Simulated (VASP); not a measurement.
# MgO (e600) (Fm-3m) in VASP: notebook

The runs below take MgO (e600) through single point, relaxation of cell and atoms, with PBEsol.

Everything below comes from runs of VASP 6.6.1. Logs are shortened: lines on timing, memory, paths and dates and some standing lists are left out, and cuts for length are marked.

## (1) The cell of the first run

It takes space group Fm-3m (No. 225, cubic). Conventional cell: a = 4.215 Å, b = 4.215 Å, c = 4.215 Å, α = 90.00°, β = 90.00°, γ = 90.00°. Mg (site symmetry m-3m) has 6 O at 2.11 Å within 2.8 Å. Within 2.8 Å of O (site symmetry m-3m) lie 6 Mg at 2.11 Å.

## (2) Single point, PBEsol

INCAR reads:

```
  PREC = Accurate
  ENCUT = 600
  EDIFF = 1E-6
  ISMEAR = 0
  SIGMA = 0.02
  LREAL = False
  LASPH = True
  NELM = 120
  ALGO = Normal
  ISIF = 2
  LWAVE = False
  LCHARG = False
  GGA = PS
  NBANDS = 11
  GGA_COMPAT = False
```

KPOINTS reads:

```
Automatic mesh
0
Gamma
  8 8 8
```

POSCAR reads:

```
MgO
1.0
    0.0000000000      2.1075623756      2.1075623756
    2.1075623756      0.0000000000      2.1075623756
    2.1075623756      2.1075623756      0.0000000000
Mg O
1 1
Direct
    0.0000000000      0.0000000000      0.0000000000
    0.5000000000      0.5000000000      0.5000000000
```

Potentials or basis: VASP PAW PBE potentials, release 64 (Mg, O).

On the command line:

```
$ cat potpaw_PBE.64/Mg/POTCAR potpaw_PBE.64/O/POTCAR > POTCAR
$ mpirun -np 1 vasp_std > vasp.out
```

OUTCAR:

```text
PREC = Accurate
   ENCUT = 600
   EDIFF = 1E-6
   ISMEAR = 0
   LREAL = False
   LASPH = True
   NELM = 120
   ISIF = 2
   GGA = PS

 ion  position               nearest neighbor table
   1  0.000  0.000  0.000-   2 2.11   2 2.11   2 2.11   2 2.11   2 2.11   2 2.11
   2  0.500  0.500  0.500-   1 2.11   1 2.11   1 2.11   1 2.11   1 2.11   1 2.11

  LATTYP: Found a face centered cubic cell.
 ALAT       =     4.2151247512

  Lattice vectors:

 A1 = (   0.0000000000,   2.1075623756,   2.1075623756)
 A2 = (   2.1075623756,   0.0000000000,   2.1075623756)
 A3 = (   2.1075623756,   2.1075623756,   0.0000000000)

Analysis of symmetry for initial positions (statically):
=====================================================================
 Subroutine PRICEL returns:
 Original cell was already a primitive cell.

 Routine SETGRP: Setting up the symmetry group for a
 face centered cubic supercell.

 Subroutine GETGRP returns: Found 48 space group operations
 (whereof 48 operations were pure point group operations)
 out of a pool of 48 trial point group operations.

The static configuration has the point symmetry O_h .

Analysis of symmetry for dynamics (positions and initial velocities):
=====================================================================
 Subroutine PRICEL returns:
 Original cell was already a primitive cell.

 Routine SETGRP: Setting up the symmetry group for a
 face centered cubic supercell.

 Subroutine GETGRP returns: Found 48 space group operations
 (whereof 48 operations were pure point group operations)
 out of a pool of 48 trial point group operations.

The dynamic configuration has the point symmetry O_h .

 Subroutine INISYM returns: Found 48 space group operations
 (whereof 48 operations are pure point group operations),
 and found     1 'primitive' translations

----------------------------------------------------------------------------------------

                                     Primitive cell

  volume of cell :      18.7228

  direct lattice vectors                    reciprocal lattice vectors
     0.000000000  2.107562376  2.107562376    -0.237240902  0.237240902  0.237240902
     2.107562376  0.000000000  2.107562376     0.237240902 -0.237240902  0.237240902
     2.107562376  2.107562376  0.000000000     0.237240902  0.237240902 -0.237240902

  length of vectors
     2.980543295  2.980543295  2.980543295     0.410913297  0.410913297  0.410913297

  position of ions in fractional coordinates (direct lattice)
     0.000000000  0.000000000  0.000000000
     0.500000000  0.500000000  0.500000000

  ion indices of the primitive-cell ions
   primitive index   ion index
                 1           1
                 2           2

----------------------------------------------------------------------------------------

 KPOINTS: Automatic mesh

Automatic generation of k-mesh.
 Grid dimensions read from file:
 generate k-points for:    8    8    8

 Generating k-lattice:

  Cartesian coordinates                     Fractional coordinates (reciprocal lattice)
    -0.029655113  0.029655113  0.029655113     0.125000000  0.000000000  0.000000000
     0.029655113 -0.029655113  0.029655113     0.000000000  0.125000000  0.000000000
     0.029655113  0.029655113 -0.029655113     0.000000000  0.000000000  0.125000000

  Length of vectors
     0.051364162  0.051364162  0.051364162

  Shift w.r.t. Gamma in fractional coordinates (k-lattice)
     0.000000000  0.000000000  0.000000000

 Subroutine IBZKPT returns following result:
 ===========================================

 Found     29 irreducible k-points:

 Following reciprocal coordinates:
            Coordinates               Weight
  0.000000  0.000000  0.000000      1.000000
  0.125000  0.000000  0.000000      8.000000
  0.250000  0.000000  0.000000      8.000000
  0.375000  0.000000  0.000000      8.000000
  0.500000  0.000000  0.000000      4.000000
  0.125000  0.125000  0.000000      6.000000
[... 16 lines left out ...]
  0.500000  0.250000  0.125000     48.000000
 -0.375000  0.250000  0.125000     24.000000
 [... further k-points ...]
   k-points           NKPTS =     29   k-points in BZ     NKDIM =     29   number of bands    NBANDS=     11
   number of dos      NEDOS =    301   number of ions     NIONS =      2
   total plane-waves  NPLWV =  13824
   dimension x,y,z NGX =    24 NGY =   24 NGZ =   24
   dimension x,y,z NGXF=    48 NGYF=   48 NGZF=   48
   ions per type =               1   1
   NGX,Y,Z   is equivalent  to a cutoff of  13.39, 13.39, 13.39 a.u.
   NGXF,Y,Z  is equivalent  to a cutoff of  26.77, 26.77, 26.77 a.u.
 SYSTEM =  unknown system
   PREC   = accura    normal or accurate (medium, high low for compatibility)
   ISTART =      0    job   : 0-new  1-cont  2-samecut
   ICHARG =      2    charge: 1-file 2-atom 10-const
   ISPIN  =      1    spin polarized calculation?
   LNONCOLLINEAR =      F non collinear calculations
   LSORBIT =      F    spin-orbit coupling
   LASPH  =      T    aspherical Exc in radial PAW
   ENCUT  =  600.0 eV  44.10 Ry    6.64 a.u.   5.95  5.95  5.95*2*pi/ulx,y,z
   NELM   =    120;   NELMIN=  2; NELMDL= -5     # of ELM steps
   EDIFF  = 0.1E-05   stopping-criterion for ELM
   LREAL  =      F    real-space projection
   EDIFFG = 0.1E-04   stopping-criterion for IOM
   NSW    =      0    number of steps for IOM
   IBRION =     -1    ionic relax: 0-MD 1-quasi-New 2-CG
   NFREE  =      0    steps in history (QN), initial steepest desc. (CG)
   ISIF   =      2    stress and relaxation
   ISYM   =      2    0-nonsym 1-usesym 2-fastsym
   POTIM  = 0.5000    time-step for ionic-motion
   TEBEG  =    0.0;   TEEND  =   0.0 temperature during run
   PSTRESS=    0.0 pullay stress
   NELECT =       8.0000    total number of electrons
   NUPDOWN=      -1.0000    fix difference up-down
   EMIN   =  10.00;   EMAX   =-10.00  energy-range for DOS
   EFERMI =   0.00;   METHOD = LEGACY
   ISMEAR =     0;   SIGMA  =   0.02  broadening in eV -4-tet -1-fermi 0-gaus
   EFERMI_NEDOS =   21; number of points for ismear=-14 and -15
   IALGO  =     38    algorithm
   IMIX   =      4    mixing-type and parameters
     AMIX     =   0.40;   BMIX     =  1.00
     AMIX_MAG =   1.60;   BMIX_MAG =  1.00
  volume/ion in A,a.u.               =       9.36        63.17
  Fermi-wavevector in a.u.,A,eV,Ry     =   1.233051  2.330129 20.686501  1.520415
  Thomas-Fermi vector in A             =   2.367797
   LORBIT       =      0    0 simple, 1 ext, 2 COOP (PROOUT), +10 PAW based schemes
   GGA     = PS    functional components
   LHFCALC =     F    Hartree Fock is set to
   AEXX    =    0.0000 exact exchange contribution
   IVDW    =     0    specifies the selected vdW correction
   LEPSILON=     F    determine dielectric tensor
   LRPA    =     F    only Hartree local field effects (RPA)
 non-spin polarized calculation
 Gauss-broadening in eV      SIGMA  =   0.02
  energy-cutoff  :      600.00
  volume of cell :       18.72
 maximum number of plane-waves:       637
   NGX = 11   NGY = 11   NGZ = 11

 number of electron       8.0000005 magnetization

 Free energy of the ion-electron system (eV)
  ---------------------------------------------------
  ext. energy  EPLUGINS =         0.00000000
  ---------------------------------------------------
  free energy    TOTEN  =       -12.51535826 eV

  energy without entropy =      -12.51535826  energy(sigma->0) =      -12.51535826

 E-fermi :   3.2257     XC(G=0): -11.2994

 val. band max:        3.0492030156   @ k =   0.0000   0.0000   0.0000
 cond. band min:       7.6637304217   @ k =   0.0000   0.0000   0.0000
 fundamental gap:      4.6145274061
 Fermi energy:         3.2256963770

 k-point     1 :       0.0000    0.0000    0.0000
  band No.  band energies     occupation
      1     -14.1445      2.00000
      2       3.0492      2.00000
      3       3.0492      2.00000
      4       3.0492      2.00000
      5       7.6637      0.00000
      6      18.6712      0.00000
      7      18.6712      0.00000
      8      18.6712      0.00000
      9      22.5076      0.00000
     10      24.3890      0.00000
     11      24.3890      0.00000

 k-point     2 :       0.1250    0.0000    0.0000
  band No.  band energies     occupation
      1     -13.9789      2.00000
      2       2.0797      2.00000
      3       2.9447      2.00000
      4       2.9447      2.00000
      5       8.5847      0.00000
      6      16.9800      0.00000
      7      19.0313      0.00000
      8      19.0313      0.00000
      9      23.4215      0.00000
     10      23.4215      0.00000
     11      24.7001      0.00000

 k-point     3 :       0.2500    0.0000    0.0000
  band No.  band energies     occupation
      1     -13.5478      2.00000
      2       0.3575      2.00000
      3       2.7044      2.00000
      4       2.7044      2.00000
      5      10.0189      0.00000
      6      15.4494      0.00000
      7      19.5344      0.00000
      8      19.5344      0.00000
      9      23.0216      0.00000
     10      23.0216      0.00000
     11      24.8769      0.00000

 k-point     4 :       0.3750    0.0000    0.0000
  band No.  band energies     occupation
      1     -13.0602      2.00000
      2      -1.0648      2.00000
      3       2.4785      2.00000
      4       2.4785      2.00000
      5      10.7000      0.00000
      6      15.2862      0.00000
      7      19.3718      0.00000
      8      19.3718      0.00000
      9      24.0950      0.00000
     10      24.3164      0.00000
     11      24.3164      0.00000

 k-point     5 :       0.5000    0.0000    0.0000
  band No.  band energies     occupation
      1     -12.8366      2.00000
      2      -1.6214      2.00000
      3       2.3885      2.00000
      4       2.3885      2.00000
      5      10.7817      0.00000
      6      15.5278      0.00000
      7      19.2059      0.00000
      8      19.2059      0.00000
      9      23.7833      0.00000
     10      25.3577      0.00000
     11      25.3577      0.00000
[... 211 lines left out ...]
 k-point    21 :       0.5000    0.5000    0.0000
  band No.  band energies     occupation
      1     -12.5724      2.00000
      2      -1.0876      2.00000
      3       1.6859      2.00000
      4       1.6859      2.00000
      5      11.9700      0.00000
      6      12.9042      0.00000
      7      15.9982      0.00000
      8      21.8582      0.00000
      9      21.8582      0.00000
     10      28.2420      0.00000
     11      29.7734      0.00000

 k-point    22 :       0.3750    0.2500    0.1250
  band No.  band energies     occupation
      1     -13.2383      2.00000
      2      -0.0026      2.00000
      3       1.8804      2.00000
      4       2.4267      2.00000
      5      11.4297      0.00000
      6      14.3499      0.00000
      7      17.9888      0.00000
      8      20.4374      0.00000
      9      20.9873      0.00000
     10      25.3222      0.00000
     11      28.6959      0.00000

 k-point    23 :       0.5000    0.2500    0.1250
  band No.  band energies     occupation
      1     -12.8539      2.00000
      2      -0.7018      2.00000
      3       1.2964      2.00000
      4       2.1715      2.00000
      5      12.4054      0.00000
      6      14.5435      0.00000
      7      16.8360      0.00000
      8      20.0392      0.00000
      9      22.5583      0.00000
     10      25.2790      0.00000
     11      28.9029      0.00000

 k-point    24 :      -0.3750    0.2500    0.1250
  band No.  band energies     occupation
      1     -12.6826      2.00000
      2      -0.9999      2.00000
      3       1.0861      2.00000
      4       2.0511      2.00000
      5      12.5655      0.00000
      6      15.1082      0.00000
      7      16.4062      0.00000
      8      19.7943      0.00000
      9      23.4008      0.00000
     10      24.9465      0.00000
     11      29.0374      0.00000

 [... further k-points ...]

------------------------ aborting loop because EDIFF is reached ----------------------------------------

  FORCE on cell =-STRESS in cart. coord.  units (eV):
  Direction    XX          YY          ZZ          XY          YZ          ZX
  --------------------------------------------------------------------------------------
  -------------------------------------------------------------------------------------
  Total       -0.0976458     -0.0976458     -0.0976458     -0.0000000      0.0000000     -0.0000000
  in kB       -8.3558953     -8.3558953     -8.3558953     -0.0000000      0.0000000     -0.0000000
  external PRESSURE =      -8.3558953 kB  Pullay stress =       0.0000000 kB

 VOLUME and BASIS-vectors are now :
 -----------------------------------------------------------------------------
  energy-cutoff  :      600.00
  volume of cell :       18.72
      direct lattice vectors                 reciprocal lattice vectors
     0.000000000  2.107562376  2.107562376    -0.237240902  0.237240902  0.237240902
     2.107562376  0.000000000  2.107562376     0.237240902 -0.237240902  0.237240902
     2.107562376  2.107562376  0.000000000     0.237240902  0.237240902 -0.237240902

 POSITION                                       TOTAL-FORCE (eV/Angst)
 -----------------------------------------------------------------------------------
      0.00000      0.00000      0.00000        -0.000000     -0.000000     -0.000000
      2.10756      2.10756      2.10756         0.000000      0.000000      0.000000
 -----------------------------------------------------------------------------------
    total drift:                               -0.000000     -0.000000      0.000000

  FREE ENERGIE OF THE ION-ELECTRON SYSTEM (eV)
  ---------------------------------------------------
  free  energy   TOTEN  =       -12.5153582648 eV

  energy  without entropy=      -12.5153582648  energy(sigma->0) =      -12.51535826
```

Wall time 7.4 s (1 thread of Intel Xeon Platinum 8488C (Sapphire Rapids), shared host); peak memory 0.14 GiB.

What came out:

```yaml
Free_energy: -12.5154 eV
Pressure: -0.8 GPa
Band_gap_on_the_k_mesh: 4.61 eV, direct
```

Levels at points of the mesh, in eV from the valence-band top:
| k point | band 1 | band 2 | band 3 | band 4 | band 5 | band 6 | band 7 | band 8 | band 9 |
| --- | --- | --- | --- | --- | --- | --- | --- | --- | --- |
| (0.00, 0.00, 0.00) | -17.19 | 0.00 | 0.00 | 0.00 | 4.61 | 15.62 | 15.62 | 15.62 | 19.46 |
| (0.50, 0.00, 0.00) | -15.89 | -4.67 | -0.66 | -0.66 | 7.73 | 12.48 | 16.16 | 16.16 | 20.73 |
| (0.50, 0.50, 0.00) | -15.62 | -4.14 | -1.36 | -1.36 | 8.92 | 9.86 | 12.95 | 18.81 | 18.81 |

Caveat: the PAW data sets were made with another functional, which shifts forces and pressure a little. PBEsol gaps usually lie below the measured ones, often by a third to a half.

## (3) Single point, PBEsol

INCAR reads:

```
SYSTEM = MgO
ALGO = Normal
EDIFF = 1E-6
ENCUT = 600
GGA = PS
GGA_COMPAT = .False.
ISIF = 2
ISMEAR = 0
LASPH = .True.
LCHARG = .False.
LREAL = .False.
LWAVE = .False.
NBANDS = 11
NELM = 120
PREC = Accurate
SIGMA = 0.01
```

KPOINTS reads:

```
k-points
0
Gamma
  8 8 8
  0 0 0
```

POSCAR is that of step 2.

Potentials or basis: VASP PAW PBE potentials, release 64 (Mg, O).

On the command line:

```
$ cat potpaw_PBE.64/Mg/POTCAR potpaw_PBE.64/O/POTCAR > POTCAR
$ mpirun -np 1 vasp_std > vasp.out
```

Run time: 8.7 s. Hardware: 1 thread of Intel Xeon Platinum 8488C (Sapphire Rapids), shared host; peak memory 0.13 GiB.

The run converged. Its results:

| Property | Result |
| --- | --- |
| Free energy | -12.5154 eV |
| Pressure | -0.8 GPa |
| Band gap on the k mesh | 4.61 eV, direct |

Levels at points of the mesh, in eV from the valence-band top:
| k point | band 1 | band 2 | band 3 | band 4 | band 5 | band 6 | band 7 | band 8 | band 9 |
| --- | --- | --- | --- | --- | --- | --- | --- | --- | --- |
| (0.00, 0.00, 0.00) | -17.19 | 0.00 | 0.00 | 0.00 | 4.61 | 15.62 | 15.62 | 15.62 | 19.46 |
| (0.50, 0.00, 0.00) | -15.89 | -4.67 | -0.66 | -0.66 | 7.73 | 12.48 | 16.16 | 16.16 | 20.73 |
| (0.50, 0.50, 0.00) | -15.62 | -4.14 | -1.36 | -1.36 | 8.92 | 9.86 | 12.95 | 18.81 | 18.81 |

Caveat: the PAW data sets were made with another functional, which shifts forces and pressure a little.

## (4) Relaxation of cell and atoms, PBEsol

This run uses another cell than the first one, of 9.34 Å³/atom, 0.998 times its volume.

INCAR reads:

```
PREC     = Accurate       # precision mode
ENCUT    = 600            # plane-wave cutoff, eV
EDIFF    = 1E-7           # SCF threshold, eV
ISMEAR   = 0              # smearing method
SIGMA    = 0.02           # smearing width, eV
LREAL    = F              # projectors in reciprocal space
LASPH    = T              # aspherical terms in the spheres
NELM     = 120            # most SCF steps
ALGO     = Normal         # electronic algorithm
ISIF     = 3              # what is computed and relaxed
LWAVE    = F              # write WAVECAR
LCHARG   = F              # write CHGCAR
GGA      = PS             # functional
IBRION   = 2              # ionic algorithm
NSW      = 100            # ionic steps
EDIFFG   = -0.002         # ionic threshold
GGA_COMPAT= F            
NELMIN   = 4
```

KPOINTS reads:

```
regular mesh
0
Gamma
  8 8 8
```

POSCAR reads:

```
MgO
1.0
    0.0000000000      2.1060000000      2.1060000000
    2.1060000000      0.0000000000      2.1060000000
    2.1060000000      2.1060000000      0.0000000000
Mg O
1 1
Direct
    0.0000000000      0.0000000000      0.0000000000
    0.5000000000      0.5000000000      0.5000000000
```

On the command line:

```
$ cat potpaw_PBE.64/Mg/POTCAR potpaw_PBE.64/O/POTCAR > POTCAR
$ mpirun -np 1 vasp_std > vasp.out
```

Run time: 12 s. Hardware: 1 thread of Intel Xeon Platinum 8488C (Sapphire Rapids), shared host; peak memory 0.14 GiB.

It converged, with:

| Quantity | Value |
| --- | --- |
| Free energy | -12.5155 eV |
| Relaxed volume | 9.31 Å³/atom |
| Relaxed cell | a = 2.975 Å, b = 2.975 Å, c = 2.975 Å, α = 60.00°, β = 60.00°, γ = 60.00° |
| Space group after relaxing (to 0.05 Å) | Fm-3m (No. 225) |
| Energy gained by relaxing | 0.0 meV/atom |
| Ionic steps | 3 |
| Pressure after relaxing | 0.0 GPa |
| Band gap on the k mesh | 4.66 eV, direct |

Final structure:
```yaml
crystal:
  lattice:
    - [0.00000, 2.10392, 2.10392]
    - [2.10392, 0.00000, 2.10392]
    - [2.10392, 2.10392, 0.00000]
  atoms:
    - { symbol: Mg, position: [0.00000, 0.00000, 0.00000] }
    - { symbol: O, position: [0.50000, 0.50000, 0.50000] }
```

Levels at points of the mesh, in eV from the valence-band top:
```
           k point  band 1  band 2  band 3  band 4  band 5  band 6  band 7  band 8
(0.00, 0.00, 0.00)  -17.22    0.00    0.00    0.00    4.66   15.65   15.65   15.65
(0.50, 0.00, 0.00)  -15.90   -4.69   -0.67   -0.67    7.77   12.54   16.21   16.21
(0.50, 0.50, 0.00)  -15.63   -4.16   -1.37   -1.37    8.93    9.91   13.00   18.89
```

Caveat: the PAW data sets were made with another functional, which shifts forces and pressure a little.

## (5) Summary

```csv
task,cell,smearing,gap on the mesh (eV),pressure (GPa)
single point,"a = 2.981 Å, angles 60.0°, 2 atoms",gaussian 0.02 eV,4.61,-0.8
single point,"a = 2.981 Å, angles 60.0°, 2 atoms",gaussian 0.01 eV,4.61,-0.8
relaxation of cell and atoms,"relaxed from a = 2.978 Å, angles 60.0°, 2 atoms",gaussian 0.02 eV,4.66,0.0
```

Alike in all rows: level PBEsol; potentials or basis VASP PAW PBE potentials, release 64 (Mg, O); no spin polarisation; k mesh 8 × 8 × 8; cutoff (eV) 600.

Caveats: the PAW data sets were made with another functional, which shifts forces and pressure a little.

Absolute energies hang on the potentials; compare differences alone.
